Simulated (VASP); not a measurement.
# MgO (P6_3/mmc) in VASP: notebook

MgO is run at these levels: PBEsol, PBE, LDA; tasks: single point.

Everything below comes from runs of VASP 6.6.1. Logs are shortened: lines on timing, memory, paths and dates and some standing lists are left out, and cuts for length are marked.

## (1) The cell of the first run

Symmetry: P6_3/mmc, No. 194, hexagonal system. Conventional cell: a = 3.445 Å, b = 3.445 Å, c = 3.878 Å, α = 90.00°, β = 90.00°, γ = 120.00°. Within 2.6 Å of Mg (site symmetry -6m2) lie 5 O at 1.94 to 1.99 Å. O (site symmetry -6m2) has 5 Mg at 1.94 to 1.99 Å within 2.6 Å.

## (2) Single point, PBEsol (strained)

Contents of INCAR:

```
SYSTEM = MgO
ALGO     = Normal         ! electronic algorithm
EDIFF    = 1E-7           ! SCF threshold, eV
ENCUT    = 520            ! plane-wave cutoff, eV
GGA      = PS             ! functional
ISIF     = 2              ! what is computed and relaxed
ISMEAR   = 0              ! smearing method
LASPH    = .TRUE.         ! aspherical terms in the spheres
LCHARG   = .FALSE.        ! write CHGCAR
LREAL    = .FALSE.        ! projectors in reciprocal space
LWAVE    = .FALSE.        ! write WAVECAR
NBANDS   = 16             ! bands
NELM     = 80             ! most SCF steps
PREC     = Accurate       ! precision mode
SIGMA    = 0.02           ! smearing width, eV
```

Contents of KPOINTS:

```
k-points
0
G
  9 9 6
  0 0 0
```

Contents of POSCAR:

```
MgO
1.0
    3.4452386039      0.0000000000      0.0000000000
   -1.7226193020      2.9836641531      0.0000000000
    0.0000000000      0.0000000000      3.8780578604
Mg O
2 2
Direct
    0.6666666700      0.3333333300      0.7500000000
    0.3333333300      0.6666666700      0.2500000000
    0.6666666700      0.3333333300      0.2500000000
    0.3333333300      0.6666666700      0.7500000000
```

Potentials or basis: VASP PAW PBE potentials, release 64 (Mg, O).

The run is started by

```sh
$ cat potpaw_PBE.64/Mg/POTCAR potpaw_PBE.64/O/POTCAR > POTCAR
$ mpirun -np 1 vasp_std > vasp.out
```

OUTCAR:

```text
SYSTEM = MgO
   EDIFF = 1E-7
   ENCUT = 520
   GGA = PS
   ISIF = 2
   ISMEAR = 0
   LASPH = .TRUE.
   LREAL = .FALSE.
   NELM = 80
   PREC = Accurate

 ion  position               nearest neighbor table
   1  0.667  0.333  0.750-   3 1.94   3 1.94   4 1.99   4 1.99   4 1.99   2 2.78   2 2.78   2 2.78
                             2 2.78   2 2.78   2 2.78
   2  0.333  0.667  0.250-   4 1.94   4 1.94   3 1.99   3 1.99   3 1.99   1 2.78   1 2.78   1 2.78
                             1 2.78   1 2.78   1 2.78
   3  0.667  0.333  0.250-   1 1.94   1 1.94   2 1.99   2 1.99   2 1.99
   4  0.333  0.667  0.750-   2 1.94   2 1.94   1 1.99   1 1.99   1 1.99

  LATTYP: Found a hexagonal cell.
 ALAT       =     3.4452386039
 C/A-ratio  =     1.1256282383

  Lattice vectors:

 A1 = (   3.4452386039,   0.0000000000,   0.0000000000)
 A2 = (  -1.7226193020,   2.9836641531,   0.0000000000)
 A3 = (   0.0000000000,   0.0000000000,   3.8780578604)

Analysis of symmetry for initial positions (statically):
=====================================================================
 Subroutine PRICEL returns:
 Original cell was already a primitive cell.

 Routine SETGRP: Setting up the symmetry group for a
 hexagonal supercell.

 Subroutine GETGRP returns: Found 24 space group operations
 (whereof 12 operations were pure point group operations)
 out of a pool of 24 trial point group operations.

The static configuration has the point symmetry D_3d.
 The point group associated with its full space group is D_6h.

Analysis of symmetry for dynamics (positions and initial velocities):
=====================================================================
 Subroutine PRICEL returns:
 Original cell was already a primitive cell.

 Routine SETGRP: Setting up the symmetry group for a
 hexagonal supercell.

 Subroutine GETGRP returns: Found 24 space group operations
 (whereof 12 operations were pure point group operations)
 out of a pool of 24 trial point group operations.

The dynamic configuration has the point symmetry D_3d.
 The point group associated with its full space group is D_6h.

 Subroutine INISYM returns: Found 24 space group operations
 (whereof 12 operations are pure point group operations),
 and found     1 'primitive' translations

----------------------------------------------------------------------------------------

                                     Primitive cell

  volume of cell :      39.8642

  direct lattice vectors                    reciprocal lattice vectors
     3.445238604  0.000000000  0.000000000     0.290255659  0.167579183  0.000000000
    -1.722619302  2.983664153  0.000000000     0.000000000  0.335158365  0.000000000
     0.000000000  0.000000000  3.878057860     0.000000000  0.000000000  0.257861031

  length of vectors
     3.445238604  3.445238604  3.878057860     0.335158365  0.335158365  0.257861031

  position of ions in fractional coordinates (direct lattice)
     0.666666670  0.333333330  0.750000000
     0.333333330  0.666666670  0.250000000
     0.666666670  0.333333330  0.250000000
     0.333333330  0.666666670  0.750000000

  ion indices of the primitive-cell ions
   primitive index   ion index
                 1           1
                 2           2
                 3           3
                 4           4

----------------------------------------------------------------------------------------

 KPOINTS: k-points

Automatic generation of k-mesh.
 Grid dimensions read from file:
 generate k-points for:    9    9    6

 Generating k-lattice:

  Cartesian coordinates                     Fractional coordinates (reciprocal lattice)
     0.032250629  0.018619909  0.000000000     0.111111111  0.000000000  0.000000000
     0.000000000  0.037239818  0.000000000     0.000000000  0.111111111  0.000000000
     0.000000000  0.000000000  0.042976839     0.000000000  0.000000000  0.166666667

  Length of vectors
     0.037239818  0.037239818  0.042976839

  Shift w.r.t. Gamma in fractional coordinates (k-lattice)
     0.000000000  0.000000000  0.000000000

 Subroutine IBZKPT returns following result:
 ===========================================

 Found     48 irreducible k-points:

 Following reciprocal coordinates:
            Coordinates               Weight
  0.000000  0.000000  0.000000      1.000000
  0.111111 -0.000000  0.000000      6.000000
  0.222222  0.000000  0.000000      6.000000
  0.333333 -0.000000  0.000000      6.000000
  0.444444  0.000000  0.000000      6.000000
  0.111111  0.111111  0.000000      6.000000
[... 16 lines left out ...]
  0.333333  0.222222  0.166667     24.000000
  0.333333  0.333333  0.166667      4.000000
 [... further k-points ...]
   k-points           NKPTS =     48   k-points in BZ     NKDIM =     48   number of bands    NBANDS=     16
   number of dos      NEDOS =    301   number of ions     NIONS =      4
   total plane-waves  NPLWV =  23520
   dimension x,y,z NGX =    28 NGY =   28 NGZ =   30
   dimension x,y,z NGXF=    56 NGYF=   56 NGZF=   60
   ions per type =               2   2
   NGX,Y,Z   is equivalent  to a cutoff of  13.51, 13.51, 12.86 a.u.
   NGXF,Y,Z  is equivalent  to a cutoff of  27.02, 27.02, 25.72 a.u.
 SYSTEM =  MgO
   PREC   = accura    normal or accurate (medium, high low for compatibility)
   ISTART =      0    job   : 0-new  1-cont  2-samecut
   ICHARG =      2    charge: 1-file 2-atom 10-const
   ISPIN  =      1    spin polarized calculation?
   LNONCOLLINEAR =      F non collinear calculations
   LSORBIT =      F    spin-orbit coupling
   LASPH  =      T    aspherical Exc in radial PAW
   ENCUT  =  520.0 eV  38.22 Ry    6.18 a.u.   6.41  6.41  7.21*2*pi/ulx,y,z
   NELM   =     80;   NELMIN=  2; NELMDL= -5     # of ELM steps
   EDIFF  = 0.1E-06   stopping-criterion for ELM
   LREAL  =      F    real-space projection
   EDIFFG = 0.1E-05   stopping-criterion for IOM
   NSW    =      0    number of steps for IOM
   IBRION =     -1    ionic relax: 0-MD 1-quasi-New 2-CG
   NFREE  =      0    steps in history (QN), initial steepest desc. (CG)
   ISIF   =      2    stress and relaxation
   ISYM   =      2    0-nonsym 1-usesym 2-fastsym
   POTIM  = 0.5000    time-step for ionic-motion
   TEBEG  =    0.0;   TEEND  =   0.0 temperature during run
   PSTRESS=    0.0 pullay stress
   NELECT =      16.0000    total number of electrons
   NUPDOWN=      -1.0000    fix difference up-down
   EMIN   =  10.00;   EMAX   =-10.00  energy-range for DOS
   EFERMI =   0.00;   METHOD = LEGACY
   ISMEAR =     0;   SIGMA  =   0.02  broadening in eV -4-tet -1-fermi 0-gaus
   EFERMI_NEDOS =   21; number of points for ismear=-14 and -15
   IALGO  =     38    algorithm
   IMIX   =      4    mixing-type and parameters
     AMIX     =   0.40;   BMIX     =  1.00
     AMIX_MAG =   1.60;   BMIX_MAG =  1.00
  volume/ion in A,a.u.               =       9.97        67.25
  Fermi-wavevector in a.u.,A,eV,Ry     =   1.207592  2.282018 19.841091  1.458279
  Thomas-Fermi vector in A             =   2.343225
   LORBIT       =      0    0 simple, 1 ext, 2 COOP (PROOUT), +10 PAW based schemes
   GGA     = PS    functional components
   LHFCALC =     F    Hartree Fock is set to
   AEXX    =    0.0000 exact exchange contribution
   IVDW    =     0    specifies the selected vdW correction
   LEPSILON=     F    determine dielectric tensor
   LRPA    =     F    only Hartree local field effects (RPA)
 non-spin polarized calculation
 Gauss-broadening in eV      SIGMA  =   0.02
  energy-cutoff  :      520.00
  volume of cell :       39.86
 maximum number of plane-waves:      1095
 NGX is ok and might be reduce to    28
   NGX = 13   NGY = 13   NGZ = 15

 number of electron      16.0000007 magnetization

 Free energy of the ion-electron system (eV)
  ---------------------------------------------------
  ext. energy  EPLUGINS =         0.00000000
  ---------------------------------------------------
  free energy    TOTEN  =       -24.41612648 eV

  energy without entropy =      -24.41612648  energy(sigma->0) =      -24.41612648

 E-fermi :   2.6665     XC(G=0): -10.7422

 val. band max:        2.4652651533   @ k =   0.0000   0.0000   0.0000
 cond. band min:       6.2981233618   @ k =   0.0000   0.0000   0.0000
 fundamental gap:      3.8328582085
 Fermi energy:         2.6664573689

 k-point     1 :       0.0000    0.0000    0.0000
  band No.  band energies     occupation
      1     -14.8222      2.00000
      2     -13.0111      2.00000
      3      -1.3318      2.00000
      4       0.4612      2.00000
      5       0.4612      2.00000
      6       1.6550      2.00000
[... 8 lines left out ...]
     15      18.4023      0.00000
     16      19.0867      0.00000

 k-point     2 :       0.1111   -0.0000    0.0000
  band No.  band energies     occupation
      1     -14.7513      2.00000
      2     -13.0323      2.00000
      3      -1.2356      2.00000
      4       0.2741      2.00000
      5       0.3501      2.00000
      6       1.3578      2.00000
[... 8 lines left out ...]
     15      18.0753      0.00000
     16      18.6300      0.00000

 k-point     3 :       0.2222    0.0000    0.0000
  band No.  band energies     occupation
      1     -14.5545      2.00000
      2     -13.1023      2.00000
      3      -0.9590      2.00000
      4      -0.2918      2.00000
      5       0.1206      2.00000
      6       0.9492      2.00000
[... 8 lines left out ...]
     15      17.6883      0.00000
     16      18.1048      0.00000
[... 362 lines left out ...]
 k-point    23 :       0.3333    0.2222    0.1667
  band No.  band energies     occupation
      1     -13.8302      2.00000
      2     -13.4727      2.00000
      3      -1.4391      2.00000
      4      -0.7343      2.00000
      5      -0.2380      2.00000
      6       0.8915      2.00000
[... 8 lines left out ...]
     15      17.8586      0.00000
     16      19.2338      0.00000

 k-point    24 :       0.3333    0.3333    0.1667
  band No.  band energies     occupation
      1     -13.6368      2.00000
      2     -13.6368      2.00000
      3      -1.4606      2.00000
      4      -0.5581      2.00000
      5      -0.5581      2.00000
      6       1.2764      2.00000
[... 8 lines left out ...]
     15      17.5752      0.00000
     16      20.0253      0.00000

 [... further k-points ...]

------------------------ aborting loop because EDIFF is reached ----------------------------------------

  FORCE on cell =-STRESS in cart. coord.  units (eV):
  Direction    XX          YY          ZZ          XY          YZ          ZX
  --------------------------------------------------------------------------------------
  -------------------------------------------------------------------------------------
  Total        2.8883749      2.8883749      8.6517289     -0.0000000     -0.0000000      0.0000000
  in kB      116.0862083    116.0862083    347.7202303     -0.0000000     -0.0000000      0.0000000
  external PRESSURE =     193.2975490 kB  Pullay stress =       0.0000000 kB

 VOLUME and BASIS-vectors are now :
 -----------------------------------------------------------------------------
  energy-cutoff  :      520.00
  volume of cell :       39.86
      direct lattice vectors                 reciprocal lattice vectors
     3.445238604  0.000000000  0.000000000     0.290255659  0.167579183  0.000000000
    -1.722619302  2.983664153  0.000000000     0.000000000  0.335158365  0.000000000
     0.000000000  0.000000000  3.878057860     0.000000000  0.000000000  0.257861031

 POSITION                                       TOTAL-FORCE (eV/Angst)
 -----------------------------------------------------------------------------------
      1.72262      0.99455      2.90854         0.000000      0.000000      0.000000
     -0.00000      1.98911      0.96951         0.000000     -0.000000      0.000000
      1.72262      0.99455      0.96951        -0.000000      0.000000      0.000000
     -0.00000      1.98911      2.90854         0.000000     -0.000000      0.000000
 -----------------------------------------------------------------------------------
    total drift:                               -0.000004      0.000002     -0.000000

  FREE ENERGIE OF THE ION-ELECTRON SYSTEM (eV)
  ---------------------------------------------------
  free  energy   TOTEN  =       -24.4161264771 eV

  energy  without entropy=      -24.4161264771  energy(sigma->0) =      -24.41612648
```

Wall time 18 s (1 thread of Intel Xeon Platinum 8488C (Sapphire Rapids), shared host); peak memory 0.17 GiB.

What came out:

| Property | Result |
| --- | --- |
| Free energy | -24.4161 eV |
| Pressure | 19.3 GPa |
| Band gap on the k mesh | 3.83 eV, direct |

Caveat: the cell differs from its parent crystal (strained); the PAW data sets were made with another functional, which shifts forces and pressure a little.

## (3) Single point, PBE (functional PBE, strained)

Contents of INCAR:

```
SYSTEM = MgO
ALGO = Normal
EDIFF = 1E-6
ENCUT = 520
GGA = PE
ISIF = 2
ISMEAR = 0
LASPH = .True.
LCHARG = .False.
LREAL = .False.
LWAVE = .False.
NBANDS = 16
NELM = 100
PREC = Accurate
SIGMA = 0.02
```

Contents of KPOINTS:

```
k-points
0
Gamma
  9 9 6
  0 0 0
```

Contents of POSCAR:

```
MgO
1.0
    3.4590795240      0.0000000000      0.0000000000
   -1.7295397621      2.9956507415      0.0000000000
    0.0000000000      0.0000000000      4.0826565389
Mg O
2 2
Direct
    0.6666666700      0.3333333300      0.7500000000
    0.3333333300      0.6666666700      0.2500000000
    0.6666666700      0.3333333300      0.2500000000
    0.3333333300      0.6666666700      0.7500000000
```

Potentials or basis: VASP PAW PBE potentials, release 64 (Mg, O).

The run is started by

```sh
$ cat potpaw_PBE.64/Mg/POTCAR potpaw_PBE.64/O/POTCAR > POTCAR
$ mpirun -np 1 vasp_std > vasp.out
```

Run time: 16 s. Hardware: 1 thread of Intel Xeon Platinum 8488C (Sapphire Rapids), shared host; peak memory 0.17 GiB.

Results (log left out):

| Item | Value |
| --- | --- |
| Free energy | -23.5740 eV |
| Pressure | 10.2 GPa |
| Band gap on the k mesh | 3.65 eV, direct |

Stress tensor (GPa, compression positive):
```
 8.51  0.00  0.00
 0.00  8.51  0.00
 0.00  0.00 13.61
```

Levels at points of the mesh, in eV from the valence-band top:
| k point | band 5 | band 6 | band 7 | band 8 | band 9 | band 10 | band 11 | band 12 |
| --- | --- | --- | --- | --- | --- | --- | --- | --- |
| (0.00, 0.00, 0.00) | -1.82 | -0.82 | -0.82 | 0.00 | 3.65 | 9.89 | 12.73 | 12.73 |
| (0.00, 0.00, 0.50) | -1.34 | -1.34 | -1.34 | -1.34 | 6.71 | 6.71 | 13.09 | 13.09 |

Caveat: the cell differs from its parent crystal (functional PBE, strained).

[end of part 1 of 2]
